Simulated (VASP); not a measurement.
A run of VASP 6.6.1 is set up as follows.

Contents of INCAR:

```
PREC     = Accurate       # precision mode
ENCUT    = 520            # plane-wave cutoff, eV
EDIFF    = 1E-6           # SCF threshold, eV
ISMEAR   = 0              # smearing method
SIGMA    = 0.01           # smearing width, eV
LREAL    = F              # projectors in reciprocal space
LASPH    = T              # aspherical terms in the spheres
NELM     = 60             # most SCF steps
ALGO     = Normal         # electronic algorithm
ISIF     = 2              # what is computed and relaxed
LWAVE    = F              # write WAVECAR
LCHARG   = F              # write CHGCAR
GGA      = PS             # functional
NBANDS   = 22             # bands
```

KPOINTS

```
regular mesh
0
Gamma
  6 6 2
```

File POSCAR:

```
F
1.0
    2.5563220000     -1.5840270000      0.0000000000
    2.5563220000      1.5840270000      0.0000000000
   -0.5621110000      0.0000000000      6.5977090000
F
4
Direct
    0.5958330000      0.9153360000      0.5979550000
    0.0846640000      0.4041670000      0.9020450000
    0.4041670000      0.0846640000      0.4020450000
    0.9153360000      0.5958330000      0.0979560000
```

Potentials or basis: VASP PAW PBE potentials, release 64 (F).

Launch:

```sh
$ cat potpaw_PBE.64/F/POTCAR > POTCAR
$ mpirun -np 1 vasp_std > vasp.out
```

**Question.** Estimate the pressure.

**Answer.** 0.8 GPa.

**Question.** Predict the band gap on the k mesh.

**Answer.** 2.59 eV, direct.

**Question.** What does it give for the largest force?

**Answer.** 0.076 eV/Å.

Stress tensor (GPa, compression positive):
```
0.85 0.00 0.08
0.00 0.82 0.00
0.08 0.00 0.69
```

Caveat: the k points lie up to 0.48 Å⁻¹ apart; the PAW data sets were made with another functional, which shifts forces and pressure a little. A k mesh can miss the band edges.
